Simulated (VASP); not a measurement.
Input of a VASP 6.6.1 run:

File INCAR:

```
ALGO = Normal
EDIFF = 1E-6
ENCUT = 700
GGA = PE
GGA_COMPAT = F
ISIF = 2
ISMEAR = -1
LASPH = T
LCHARG = F
LREAL = F
LWAVE = F
NBANDS = 31
NELM = 120
PREC = Accurate
SIGMA = 0.02
```

The input KPOINTS:

```
k-points
0
Gamma
  12 12 12
```

POSCAR

```
B3As2N
1.0
   -1.5705983282      1.5705983282      6.6409477669
    1.5705983282     -1.5705983282      6.6409477669
    1.5705983282      1.5705983282     -6.6409477669
N B As
1 3 2
Direct
    0.0000000000      0.0000000000      0.0000000000
    0.5637044461      0.0637044461      0.5000000000
    0.2500000000      0.7500000000      0.5000000000
    0.9362955539      0.4362955539      0.5000000000
    0.6574701365      0.6574701365      0.0000000000
    0.3425298635      0.3425298635      0.0000000000
```

Potentials or basis: VASP PAW PBE potentials, release 64 (N, B, As_d).

Launch:

```sh
$ cat potpaw_PBE.64/N/POTCAR potpaw_PBE.64/B/POTCAR potpaw_PBE.64/As_d/POTCAR > POTCAR
$ mpirun -np 1 vasp_std > vasp.out
```

**Question.** Predict the largest force.

**Answer.** 0.199 eV/Å.

**Question.** What does it give for the band gap on the k mesh?

**Answer.** 0.18 eV.

**Question.** Estimate the pressure.

**Answer.** 2.2 GPa.

Forces on the atoms (eV/Å):
```
N    0.000  0.000  0.000
B    0.000  0.000 -0.199
B    0.000  0.000  0.000
B    0.000  0.000  0.199
As   0.000  0.000  0.015
As   0.000  0.000 -0.015
```

Caveat: semilocal functionals underestimate gaps, and a narrow one can read as zero. A k mesh can miss the band edges.
